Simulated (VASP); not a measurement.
Here is a VASP 6.6.1 calculation.

INCAR

```
ALGO = Normal
EDIFF = 1E-6
ENCUT = 520
GGA = PE
ISIF = 2
ISMEAR = -1
LASPH = True
LCHARG = False
LREAL = False
LWAVE = False
NBANDS = 19
NELM = 100
PREC = Accurate
SIGMA = 0.1
```

File KPOINTS:

```
k-points
0
Gamma
  16 16 16
```

Contents of POSCAR:

```
Zn
1.0
   -2.2297140597      2.2297140597      1.1332198196
    2.2297140597     -2.2297140597      1.1332198196
    2.2297140597      2.2297140597     -1.1332198196
Zn
2
Direct
   -0.3750000000     -0.1250000000     -0.2500000000
    0.3750000000      0.1250000000      0.2500000000
```

Potentials or basis: VASP PAW PBE potentials, release 64 (Zn).

Command:

```sh
$ cat potpaw_PBE.64/Zn/POTCAR > POTCAR
$ mpirun -np 1 vasp_std > vasp.out
```

(1) Estimate the pressure.

(2) Predict the band gap on the k mesh.

Answers

(1) 67.6 GPa.

(2) zero (band 12 reaches 11.16 eV, above the bottom of band 13 at 3.12 eV).
